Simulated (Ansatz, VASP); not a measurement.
# One calculation of NaMo, two programs

INCAR

```
  PREC = Accurate
  ENCUT = 600
  EDIFF = 1E-6
  ISMEAR = 0
  SIGMA = 0.1
  LREAL = False
  LASPH = True
  NELM = 80
  ALGO = Fast
  ISIF = 3
  LWAVE = False
  LCHARG = False
  GGA = PE
  IBRION = 2
  NSW = 100
  EDIFFG = -0.01
```

Contents of KPOINTS:

```
regular mesh
0
Gamma
  16 16 16
```

POSCAR

```
NaMo
1.0
    3.3138612746      0.0000000000      0.0000000000
    0.0000000000      3.3138612746      0.0000000000
    0.0000000000      0.0000000000      3.3138612746
Na Mo
1 1
Direct
    0.0000000000      0.0000000000      0.0000000000
    0.5000000000      0.5000000000      0.5000000000
```

Input for Ansatz:

```yaml
crystal:
  lattice:
    - [3.3138612746, 0.0, 0.0]
    - [0.0, 3.3138612746, 0.0]
    - [0.0, 0.0, 3.3138612746]
  atoms:
    - { symbol: Na, position: [0.0, 0.0, 0.0] }
    - { symbol: Mo, position: [0.5, 0.5, 0.5] }
basis:
  ecutwfc: 420
kpoints:
  mp_grid: { grid: [16, 16, 16] }
hamiltonian:
  xc: pbe
scf:
  occupations: { method: gaussian, width: 0.1 }
output:
  forces: true
  stress: true
  eigenvalues: true
relax:
  adjacent_minimum: "off"
  f_tol: 0.01
  max_steps: 80
  cell: { stress_tol: 0.05 }
```

Alike in both runs: task relaxation of cell and atoms; functional PBE; k mesh 16 × 16 × 16; occupations gaussian, width 0.1 eV; no spin polarisation.

|  | VASP | Ansatz |
| --- | --- | --- |
| version | VASP 6.6.1 | Ansatz 0.2.0 |
| potentials or method | VASP PAW PBE potentials, release 64 (Na_pv, Mo_sv), cutoff 600 eV | scalar-relativistic, plane waves, PAW |
| valence electrons in the cell | 21 | 23 |

Ansatz gave:

* gap on the k mesh at the Fermi level, each at its own relaxed structure (eV): none
* relaxed volume (Å³/atom): 18.44
* relaxed cell length with the largest relative difference (Å): 3.328

Question: What did VASP give for the same quantities?

Answer: gap on the k mesh at the Fermi level, each at its own relaxed structure (eV): none; relaxed volume (Å³/atom): 18.46; relaxed cell length with the largest relative difference (Å): 3.330.

A gap of «none» marks a metal or a gap that the smearing closes. VASP's potentials hold 21 valence electrons a cell and Ansatz's 23, so a difference there can come from the potentials and not from the codes.
